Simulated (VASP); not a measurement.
# BaZrO3 (Pm-3m) in VASP: a series of runs

Runs on BaZrO3. Level: LDA. Tasks: single point.

All numbers are computed with VASP 6.6.1; they aren't measurements. Logs are shortened: lines on timing, memory, paths and dates and some standing lists are left out, and cuts for length are marked.

### 1 The cell of the first run

The structure is cubic, space group Pm-3m (No. 221). Conventional cell: a = 4.078 Å, b = 4.078 Å, c = 4.078 Å, α = 90.00°, β = 90.00°, γ = 90.00°. Within 3.8 Å of Ba (site symmetry m-3m) lie 12 O at 2.88 Å and 8 Zr at 3.53 Å. Zr (site symmetry m-3m) has 6 O at 2.04 Å within 2.7 Å. Within 2.7 Å of O (site symmetry 4/mmm) lie 2 Zr at 2.04 Å.

### 2 Single point, LDA

Contents of INCAR:

```
SYSTEM = BaZrO3
PREC = Accurate
ENCUT = 520
EDIFF = 1E-7
ISMEAR = 0
SIGMA = 0.01
LREAL = .False.
LASPH = .True.
NELM = 60
ALGO = Normal
ISIF = 2
LWAVE = .False.
LCHARG = .False.
GGA = CA
NBANDS = 28
```

Contents of KPOINTS:

```
Automatic mesh
0
Gamma
  4 4 4
  0 0 0
```

Contents of POSCAR:

```
BaZrO3
1.0
    4.0776548946      0.0000000000      0.0000000000
    0.0000000000      4.0776548946      0.0000000000
    0.0000000000      0.0000000000      4.0776548946
Ba Zr O
1 1 3
Direct
    0.0000000000      0.0000000000      0.0000000000
    0.5000000000      0.5000000000      0.5000000000
    0.0000000000      0.5000000000      0.5000000000
    0.5000000000      0.0000000000      0.5000000000
    0.5000000000      0.5000000000      0.0000000000
```

Potentials or basis: VASP PAW LDA potentials, release 64 (Ba_sv, Zr_sv, O).

Launch:

```
cat potpaw_LDA.64/Ba_sv/POTCAR potpaw_LDA.64/Zr_sv/POTCAR potpaw_LDA.64/O/POTCAR > POTCAR
mpirun -np 1 vasp_std > vasp.out
```

OUTCAR:

```text
SYSTEM = BaZrO3
   PREC = Accurate
   ENCUT = 520
   EDIFF = 1E-7
   ISMEAR = 0
   LREAL = .False.
   LASPH = .True.
   NELM = 60
   ISIF = 2
   GGA = CA

 ion  position               nearest neighbor table
   1  0.000  0.000  0.000-   3 2.88   4 2.88   5 2.88   3 2.88   4 2.88   3 2.88   5 2.88   3 2.88
                             4 2.88   5 2.88   4 2.88   5 2.88   2 3.53   2 3.53   2 3.53   2 3.53
   2  0.500  0.500  0.500-   3 2.04   4 2.04   5 2.04   5 2.04   4 2.04   3 2.04   1 3.53   1 3.53
                             1 3.53   1 3.53   1 3.53   1 3.53   1 3.53   1 3.53
   3  0.000  0.500  0.500-   2 2.04   2 2.04   1 2.88   1 2.88   1 2.88   1 2.88
   4  0.500  0.000  0.500-   2 2.04   2 2.04   1 2.88   1 2.88   1 2.88   1 2.88
   5  0.500  0.500  0.000-   2 2.04   2 2.04   1 2.88   1 2.88   1 2.88   1 2.88

  LATTYP: Found a simple cubic cell.
 ALAT       =     4.0776548946

  Lattice vectors:

 A1 = (   4.0776548946,   0.0000000000,   0.0000000000)
 A2 = (   0.0000000000,   4.0776548946,   0.0000000000)
 A3 = (   0.0000000000,   0.0000000000,   4.0776548946)

Analysis of symmetry for initial positions (statically):
=====================================================================
 Subroutine PRICEL returns:
 Original cell was already a primitive cell.

 Routine SETGRP: Setting up the symmetry group for a
 simple cubic supercell.

 Subroutine GETGRP returns: Found 48 space group operations
 (whereof 48 operations were pure point group operations)
 out of a pool of 48 trial point group operations.

The static configuration has the point symmetry O_h .

Analysis of symmetry for dynamics (positions and initial velocities):
=====================================================================
 Subroutine PRICEL returns:
 Original cell was already a primitive cell.

 Routine SETGRP: Setting up the symmetry group for a
 simple cubic supercell.

 Subroutine GETGRP returns: Found 48 space group operations
 (whereof 48 operations were pure point group operations)
 out of a pool of 48 trial point group operations.

The dynamic configuration has the point symmetry O_h .

 Subroutine INISYM returns: Found 48 space group operations
 (whereof 48 operations are pure point group operations),
 and found     1 'primitive' translations

----------------------------------------------------------------------------------------

                                     Primitive cell

  volume of cell :      67.8003

  direct lattice vectors                    reciprocal lattice vectors
     4.077654895  0.000000000  0.000000000     0.245238998  0.000000000  0.000000000
     0.000000000  4.077654895  0.000000000     0.000000000  0.245238998  0.000000000
     0.000000000  0.000000000  4.077654895     0.000000000  0.000000000  0.245238998

  length of vectors
     4.077654895  4.077654895  4.077654895     0.245238998  0.245238998  0.245238998

  position of ions in fractional coordinates (direct lattice)
     0.000000000  0.000000000  0.000000000
     0.500000000  0.500000000  0.500000000
     0.000000000  0.500000000  0.500000000
     0.500000000  0.000000000  0.500000000
     0.500000000  0.500000000  0.000000000

  ion indices of the primitive-cell ions
   primitive index   ion index
                 1           1
                 2           2
                 3           3
                 4           4
                 5           5

----------------------------------------------------------------------------------------

 KPOINTS: Automatic mesh

Automatic generation of k-mesh.
 Grid dimensions read from file:
 generate k-points for:    4    4    4

 Generating k-lattice:

  Cartesian coordinates                     Fractional coordinates (reciprocal lattice)
     0.061309749  0.000000000  0.000000000     0.250000000  0.000000000  0.000000000
     0.000000000  0.061309749  0.000000000     0.000000000  0.250000000  0.000000000
     0.000000000  0.000000000  0.061309749     0.000000000  0.000000000  0.250000000

  Length of vectors
     0.061309749  0.061309749  0.061309749

  Shift w.r.t. Gamma in fractional coordinates (k-lattice)
     0.000000000  0.000000000  0.000000000

 Subroutine IBZKPT returns following result:
 ===========================================

 Found     10 irreducible k-points:

 Following reciprocal coordinates:
            Coordinates               Weight
  0.000000  0.000000  0.000000      1.000000
  0.250000  0.000000  0.000000      6.000000
  0.500000  0.000000  0.000000      3.000000
  0.250000  0.250000  0.000000     12.000000
  0.500000  0.250000  0.000000     12.000000
  0.500000  0.500000  0.000000      3.000000
  0.250000  0.250000  0.250000      8.000000
  0.500000  0.250000  0.250000     12.000000
  0.500000  0.500000  0.250000      6.000000
  0.500000  0.500000  0.500000      1.000000
   k-points           NKPTS =     10   k-points in BZ     NKDIM =     10   number of bands    NBANDS=     28
   number of dos      NEDOS =    301   number of ions     NIONS =      5
   total plane-waves  NPLWV =  27000
   dimension x,y,z NGX =    30 NGY =   30 NGZ =   30
   dimension x,y,z NGXF=    60 NGYF=   60 NGZF=   60
   ions per type =               1   1   3
   NGX,Y,Z   is equivalent  to a cutoff of  12.23, 12.23, 12.23 a.u.
   NGXF,Y,Z  is equivalent  to a cutoff of  24.46, 24.46, 24.46 a.u.
 SYSTEM =  BaZrO3
   PREC   = accura    normal or accurate (medium, high low for compatibility)
   ISTART =      0    job   : 0-new  1-cont  2-samecut
   ICHARG =      2    charge: 1-file 2-atom 10-const
   ISPIN  =      1    spin polarized calculation?
   LNONCOLLINEAR =      F non collinear calculations
   LSORBIT =      F    spin-orbit coupling
   LASPH  =      T    aspherical Exc in radial PAW
   ENCUT  =  520.0 eV  38.22 Ry    6.18 a.u.   7.58  7.58  7.58*2*pi/ulx,y,z
   NELM   =     60;   NELMIN=  2; NELMDL= -5     # of ELM steps
   EDIFF  = 0.1E-06   stopping-criterion for ELM
   LREAL  =      F    real-space projection
   EDIFFG = 0.1E-05   stopping-criterion for IOM
   NSW    =      0    number of steps for IOM
   IBRION =     -1    ionic relax: 0-MD 1-quasi-New 2-CG
   NFREE  =      0    steps in history (QN), initial steepest desc. (CG)
   ISIF   =      2    stress and relaxation
   ISYM   =      2    0-nonsym 1-usesym 2-fastsym
   POTIM  = 0.5000    time-step for ionic-motion
   TEBEG  =    0.0;   TEEND  =   0.0 temperature during run
   PSTRESS=    0.0 pullay stress
   NELECT =      40.0000    total number of electrons
   NUPDOWN=      -1.0000    fix difference up-down
   EMIN   =  10.00;   EMAX   =-10.00  energy-range for DOS
   EFERMI =   0.00;   METHOD = LEGACY
   ISMEAR =     0;   SIGMA  =   0.01  broadening in eV -4-tet -1-fermi 0-gaus
   EFERMI_NEDOS =   21; number of points for ismear=-14 and -15
   IALGO  =     38    algorithm
   IMIX   =      4    mixing-type and parameters
     AMIX     =   0.40;   BMIX     =  1.00
     AMIX_MAG =   1.60;   BMIX_MAG =  1.00
  volume/ion in A,a.u.               =      13.56        91.51
  Fermi-wavevector in a.u.,A,eV,Ry     =   1.373044  2.594676 25.650370  1.885249
  Thomas-Fermi vector in A             =   2.498596
   LORBIT       =      0    0 simple, 1 ext, 2 COOP (PROOUT), +10 PAW based schemes
   GGA     = CA    functional components
   LHFCALC =     F    Hartree Fock is set to
   AEXX    =    0.0000 exact exchange contribution
   IVDW    =     0    specifies the selected vdW correction
   LEPSILON=     F    determine dielectric tensor
   LRPA    =     F    only Hartree local field effects (RPA)
 non-spin polarized calculation
 Gauss-broadening in eV      SIGMA  =   0.01
  energy-cutoff  :      520.00
  volume of cell :       67.80
 maximum number of plane-waves:      1856
   NGX = 15   NGY = 15   NGZ = 15

 number of electron      39.9999977 magnetization

 Free energy of the ion-electron system (eV)
  ---------------------------------------------------
  ext. energy  EPLUGINS =         0.00000000
  ---------------------------------------------------
  free energy    TOTEN  =       -45.57999093 eV

  energy without entropy =      -45.57999093  energy(sigma->0) =      -45.57999093

 E-fermi :   4.2079     XC(G=0): -11.6484

 val. band max:        4.0968145398   @ k =   0.5000   0.5000   0.5000
 cond. band min:       7.3168423847   @ k =   0.0000   0.0000   0.0000
 fundamental gap:      3.2200278449
 Fermi energy:         4.2078848693

 k-point     1 :       0.0000    0.0000    0.0000
  band No.  band energies     occupation
      1     -42.0726      2.00000
      2     -20.8157      2.00000
      3     -20.5391      2.00000
      4     -20.5391      2.00000
      5     -20.5391      2.00000
      6     -12.0886      2.00000
[... 20 lines left out ...]
     27      12.4960      0.00000
     28      12.4960      0.00000

 k-point     2 :       0.2500    0.0000    0.0000
  band No.  band energies     occupation
      1     -42.0697      2.00000
      2     -20.9873      2.00000
      3     -20.5333      2.00000
      4     -20.5333      2.00000
      5     -20.5027      2.00000
      6     -12.2261      2.00000
[... 20 lines left out ...]
     27      12.3878      0.00000
     28      12.5033      0.00000

 k-point     3 :       0.5000    0.0000    0.0000
  band No.  band energies     occupation
      1     -42.0669      2.00000
      2     -21.1499      2.00000
      3     -20.5276      2.00000
      4     -20.5276      2.00000
      5     -20.4613      2.00000
      6     -12.4124      2.00000
[... 20 lines left out ...]
     27      12.5034      0.00000
     28      13.1354      0.00000

 k-point     4 :       0.2500    0.2500    0.0000
  band No.  band energies     occupation
      1     -42.0669      2.00000
      2     -20.9676      2.00000
      3     -20.7241      2.00000
      4     -20.5278      2.00000
      5     -20.4809      2.00000
      6     -12.1044      2.00000
[... 20 lines left out ...]
     27      12.5517      0.00000
     28      13.3751      0.00000

 k-point     5 :       0.5000    0.2500    0.0000
  band No.  band energies     occupation
      1     -42.0642      2.00000
      2     -21.0511      2.00000
      3     -20.7195      2.00000
      4     -20.5369      2.00000
      5     -20.5224      2.00000
      6     -12.1303      2.00000
[... 20 lines left out ...]
     27      12.7501      0.00000
     28      13.3739      0.00000

 k-point     6 :       0.5000    0.5000    0.0000
  band No.  band energies     occupation
      1     -42.0614      2.00000
      2     -20.8961      2.00000
      3     -20.8961      2.00000
      4     -20.6686      2.00000
      5     -20.5171      2.00000
      6     -11.9982      2.00000
[... 20 lines left out ...]
     27      13.9758      0.00000
     28      13.9759      0.00000

 k-point     7 :       0.2500    0.2500    0.2500
  band No.  band energies     occupation
      1     -42.0642      2.00000
      2     -20.9199      2.00000
      3     -20.7169      2.00000
      4     -20.7169      2.00000
      5     -20.4955      2.00000
      6     -11.5822      2.00000
[... 20 lines left out ...]
     27      13.0193      0.00000
     28      13.0193      0.00000

 k-point     8 :       0.5000    0.2500    0.2500
  band No.  band energies     occupation
      1     -42.0614      2.00000
      2     -20.9812      2.00000
      3     -20.7152      2.00000
      4     -20.7098      2.00000
      5     -20.5772      2.00000
      6     -11.5483      2.00000
[... 20 lines left out ...]
     27      12.2301      0.00000
     28      13.4076      0.00000

 k-point     9 :       0.5000    0.5000    0.2500
  band No.  band energies     occupation
      1     -42.0587      2.00000
      2     -20.8876      2.00000
      3     -20.8876      2.00000
      4     -20.7055      2.00000
      5     -20.6410      2.00000
      6     -11.3163      2.00000
[... 20 lines left out ...]
     27      12.7265      0.00000
     28      14.1214      0.00000

 k-point    10 :       0.5000    0.5000    0.5000
  band No.  band energies     occupation
      1     -42.0559      2.00000
      2     -20.8792      2.00000
      3     -20.8792      2.00000
      4     -20.8792      2.00000
      5     -20.6130      2.00000
      6     -10.5574      2.00000
[... 20 lines left out ...]
     27      13.8234      0.00000
     28      13.8234      0.00000

------------------------ aborting loop because EDIFF is reached ----------------------------------------

  FORCE on cell =-STRESS in cart. coord.  units (eV):
  Direction    XX          YY          ZZ          XY          YZ          ZX
  --------------------------------------------------------------------------------------
  -------------------------------------------------------------------------------------
  Total        5.0247497      5.0247497      5.0247497     -0.0000000     -0.0000000      0.0000000
  in kB      118.7390626    118.7390626    118.7390626     -0.0000000     -0.0000000      0.0000000
  external PRESSURE =     118.7390626 kB  Pullay stress =       0.0000000 kB

 VOLUME and BASIS-vectors are now :
 -----------------------------------------------------------------------------
  energy-cutoff  :      520.00
  volume of cell :       67.80
      direct lattice vectors                 reciprocal lattice vectors
     4.077654895  0.000000000  0.000000000     0.245238998  0.000000000  0.000000000
     0.000000000  4.077654895  0.000000000     0.000000000  0.245238998  0.000000000
     0.000000000  0.000000000  4.077654895     0.000000000  0.000000000  0.245238998

 POSITION                                       TOTAL-FORCE (eV/Angst)
 -----------------------------------------------------------------------------------
      0.00000      0.00000      0.00000         0.000000      0.000000      0.000000
      2.03883      2.03883      2.03883         0.000000      0.000000      0.000000
      0.00000      2.03883      2.03883         0.000000      0.000000      0.000000
      2.03883      0.00000      2.03883         0.000000      0.000000      0.000000
      2.03883      2.03883      0.00000         0.000000      0.000000      0.000000
 -----------------------------------------------------------------------------------
    total drift:                                0.000000      0.000000     -0.000000

  FREE ENERGIE OF THE ION-ELECTRON SYSTEM (eV)
  ---------------------------------------------------
  free  energy   TOTEN  =       -45.5799909316 eV

  energy  without entropy=      -45.5799909316  energy(sigma->0) =      -45.57999093
```

Wall time 17 s (1 thread of AMD EPYC 7R43 (Zen 3), shared host); peak memory 0.12 GiB.

What came out:

- Free energy: -45.5800 eV
- Pressure: 11.9 GPa
- Band gap on the k mesh: 3.22 eV, indirect (least direct gap 3.32 eV)

Caveat: spin-orbit coupling is left out, which moves the levels of the heavy elements.

(Continued in part 2 of 2.)
